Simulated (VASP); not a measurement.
## NaPbF3: single point with r2SCAN

Crystal: NaPbF3.

```
Na Pb F
1.0
     4.76739    0.00000    0.00000
     0.00000    4.76739    0.00000
     0.00000    0.00000    4.76739
Na Pb F
1 1 3
Direct
  0.00000 0.00000 0.00000
  0.50000 0.50000 0.50000
  0.50000 0.50000 0.00000
  0.50000 0.00000 0.50000
  0.00000 0.50000 0.50000
```

| Item | Value |
| --- | --- |
| Program | VASP 6.6.1 |
| Task | single point |
| Functional | r2SCAN |
| Potentials or basis | VASP PAW PBE potentials, release 64 (Na_pv, Pb_d, F) |
| Cutoff | 520 eV |
| k mesh | 6 × 6 × 6 |
| Occupations | gaussian, width 0.01 eV |
| Spin | no spin polarisation |
| Dipole correction | no |
| Further INCAR settings | ALGO = Normal; EDIFF = 1e-06; NBANDS = 29 |

The pressure is 0.0 GPa and the band gap on the k mesh is 2.37 eV (least direct gap 3.67 eV).

Levels at points of the mesh, in eV from the valence-band top:
| k point | band 18 | band 19 | band 20 | band 21 | band 22 | band 23 | band 24 | band 25 |
| --- | --- | --- | --- | --- | --- | --- | --- | --- |
| (0.00, 0.00, 0.00) | -4.26 | -4.22 | -4.22 | -4.22 | 2.37 | 6.37 | 6.37 | 6.37 |
| (0.50, 0.00, 0.00) | -4.29 | -4.24 | -4.24 | -2.21 | 2.54 | 5.15 | 6.48 | 6.48 |
| (0.50, 0.50, 0.00) | -4.29 | -4.17 | -3.94 | -1.01 | 3.45 | 3.45 | 4.22 | 6.35 |
| (0.50, 0.50, 0.50) | -3.93 | -3.93 | -3.93 | 0.00 | 3.67 | 3.67 | 3.67 | 4.53 |

Run time: 76 s on 1 thread of Intel(R) Xeon(R) 6975P-C (Granite Rapids) (shared host), peak memory 0.25 GiB.

Caveat: the PAW data sets were made with another functional, which shifts forces and pressure a little; spin-orbit coupling is left out, which moves the levels of the heavy elements. A k mesh can miss the band edges.
